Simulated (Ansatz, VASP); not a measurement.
# S: VASP beside Ansatz

```
CELL_PARAMETERS angstrom
5.38300 3.10788 1.40833
-5.38300 3.10788 1.40833
0.00000 -6.21575 1.40833
ATOMIC_POSITIONS crystal
S 0.58450 0.35100 0.24650
S 0.24650 0.58450 0.35100
S 0.35100 0.24650 0.58450
S 0.41550 0.64900 0.75350
S 0.75350 0.41550 0.64900
S 0.64900 0.75350 0.41550
```

Alike in both runs: task relaxation of cell and atoms; functional PBEsol; k mesh 5 × 5 × 5; occupations fermi-dirac, width 0.05 eV; no spin polarisation.

|  | VASP | Ansatz |
| --- | --- | --- |
| version | VASP 6.6.1 | Ansatz 0.2.0 |
| potentials or method | VASP PAW PBE potentials, release 64 (S), cutoff 600 eV | plane waves (420 eV) with PAW, scalar-relativistic |
| valence electrons in the cell | 36 | 36 |

VASP gave:

* gap on the k mesh at the Fermi level, each at its own relaxed structure (eV): 2.14
* relaxed volume (Å³/atom): 23.02
* relaxed length of the cell vector where the two differ most in proportion (Å): 6.222

Problem. Which values does Ansatz return?

Solution. gap on the k mesh at the Fermi level, each at its own relaxed structure (eV): 2.09; relaxed volume (Å³/atom): 22.85; relaxed length of the cell vector where the two differ most in proportion (Å): 6.190.

VASP's potentials were made for PBE, not for PBEsol, and Ansatz warns of the same on its side.
